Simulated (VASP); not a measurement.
Here is a VASP 6.6.1 calculation.

Contents of INCAR:

```
PREC = Accurate
ENCUT = 520
EDIFF = 1E-6
ISMEAR = -1
SIGMA = 0.05
LREAL = Auto
LASPH = T
NELM = 60
ALGO = Normal
ISIF = 2
LWAVE = F
LCHARG = F
GGA = CA
NBANDS = 60
```

File KPOINTS:

```
Automatic mesh
0
Gamma
  1 1 1
```

File POSCAR:

```
H20CO9
1.0
    6.7459970000      0.0000000000      0.0000000000
    0.0000000000      6.7459970000      0.0000000000
    0.0000000000      0.0000000000      6.7459970000
O H C
9 20 1
Direct
    0.1322710342      0.4599468396      0.3313075888
    0.3325675953      0.7496890378      0.4659800471
    0.8231548280      0.5864811384      0.5755413173
    0.7976434025      0.8088945192     -0.0850133790
    0.3726654489      0.1770383236      0.4991404532
    0.6330569077     -0.0561962894      0.3166470427
    0.4729916127      0.4864959175      0.6910023826
    0.0096056965      0.8786544079      0.2820190996
    0.6251855730      0.1747554883      0.0051734384
    0.2305070696      0.5684704574      0.3766085280
    0.1506819526      0.4668991107      0.1906315701
    0.2151053432      0.8531726296      0.4381413155
    0.3586274942      0.6667509636      0.6034541670
    0.9231252252      0.5315003846      0.4755709201
    0.8876523366      0.6612810530      0.6804479753
    0.7140086187      0.7108660143     -0.0096501674
    0.8849989112      0.8564931173      0.0223095267
    0.4900980537      0.0986214491      0.4509192637
    0.3126001983      0.2427217207      0.3863328134
    0.6029649880      0.0040023736      0.1776609151
    0.5302552017     -0.1485473533      0.3547437095
    0.4085385748      0.3783873607      0.6168547066
    0.6135786897      0.5164544247      0.6265493447
   -0.1319300913      0.8635046829      0.3013639051
    0.0523421519      1.0159802917      0.2960274071
    0.7274536292      0.4220132324      0.1261340614
    0.6447230854      0.1808776375     -0.1332345686
    0.4988291575      0.4718650186      0.0301512141
    0.5448861006      0.3392826887      0.2532909517
    0.5852359555      0.3545065318      0.0968426164
```

Potentials or basis: VASP PAW LDA potentials, release 64 (O, H, C).

Command:

```console
$ cat potpaw_LDA.64/O/POTCAR potpaw_LDA.64/H/POTCAR potpaw_LDA.64/C/POTCAR > POTCAR
$ mpirun -np 1 vasp_gam > vasp.out
```

Problem. Predict the largest force.

Solution. 2.825 eV/Å.

Problem. What does it give for the band gap on the k mesh?

Solution. 4.38 eV.

Problem. Estimate the pressure.

Solution. 0.2 GPa.

Forces on the atoms (eV/Å):
```
O    0.216 -0.554  0.703
O   -1.148  0.481  0.091
O    0.231 -0.943 -1.467
O   -0.536 -1.077  0.641
O    0.081 -0.605  0.470
O    0.901  1.537 -1.659
O    0.854  1.734  0.147
O    2.322 -0.064 -0.700
O   -1.134 -0.711  1.840
H   -0.137  0.538  0.369
H   -0.304  0.005 -1.129
H    1.498 -2.182  0.988
H    0.184  0.616 -1.120
H   -0.363  0.417  0.697
H    0.041  0.476  0.580
H    0.492  0.646 -0.869
H    0.371  0.142 -0.003
H   -0.035  0.003 -0.104
H   -0.623  0.598 -0.529
H    0.459 -0.415  0.906
H   -1.389 -1.316  0.643
H    0.142 -1.012 -0.280
H   -0.835 -0.188  0.582
H   -1.716  0.614  0.894
H   -0.690  0.299 -0.079
H    1.123  0.842 -0.121
H    0.062  0.265 -1.759
H   -0.859 -0.209 -0.976
H   -0.673 -0.720  0.049
C    1.466  0.785  1.195
```

Caveat: the k points lie up to 0.93 Å⁻¹ apart.
